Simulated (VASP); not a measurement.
Wanted: the native input for a VASP 6.6.1 run.

```yaml
Task: single point
Functional: PBE
Potentials_or_basis: VASP PAW PBE potentials, release 64 (Zr_sv, Ta_pv, C)
Cutoff: 520 eV
k_mesh: 4 × 4 × 4
Occupations: gaussian, width 0.1 eV
Spin: no spin polarisation
Dipole_correction: no
Further_INCAR_settings: ALGO = Normal; EDIFF = 1e-06; NBANDS = 29
```

The structure of ZrTa2C2 lies in POSCAR:

```
ZrTa2C2
1.0
    4.1326600396      0.0000000000      0.0000000000
    0.0000000000      4.1326600396      0.0000000000
    0.0000000000      0.0000000000      5.6607039292
Zr Ta C
1 2 2
Direct
    0.0000000000      0.0000000000      0.2667548663
    0.5000000000      0.0000000000      0.7667540366
    0.0000000000      0.5000000000      0.7667540366
    0.0000000000      0.0000000000      0.8955861593
    0.0000000000      0.0000000000      0.6379248613
```

These files were run (other wordings do the same):

INCAR

```
SYSTEM = ZrTa2C2
ALGO = Normal
EDIFF = 1E-6
ENCUT = 520
GGA = PE
ISIF = 2
ISMEAR = 0
LASPH = .TRUE.
LCHARG = .FALSE.
LREAL = .FALSE.
LWAVE = .FALSE.
NBANDS = 29
NELM = 60
PREC = Accurate
SIGMA = 0.1
```

KPOINTS

```
k-points
0
G
  4 4 4
  0 0 0
```

Potentials or basis: VASP PAW PBE potentials, release 64 (Zr_sv, Ta_pv, C).

The run is started by

```console
$ cat potpaw_PBE.64/Zr_sv/POTCAR potpaw_PBE.64/Ta_pv/POTCAR potpaw_PBE.64/C/POTCAR > POTCAR
$ mpirun -np 1 vasp_std > vasp.out
```

Results of the run:

```json
{
 "Pressure": "0.3 GPa",
 "Largest force": "0.085 eV/Å",
 "Band gap on the k mesh": "zero (band 21 reaches 4.55 eV, above the bottom of band 22 at 4.32 eV)"
}
```

Caveat: the k points lie up to 0.38 Å⁻¹ apart; spin-orbit coupling is left out, which moves the levels of the heavy elements.

Wall time 18 s on 1 thread of Intel(R) Xeon(R) 6975P-C (Granite Rapids), with other jobs on the host, peak memory 0.22 GiB.
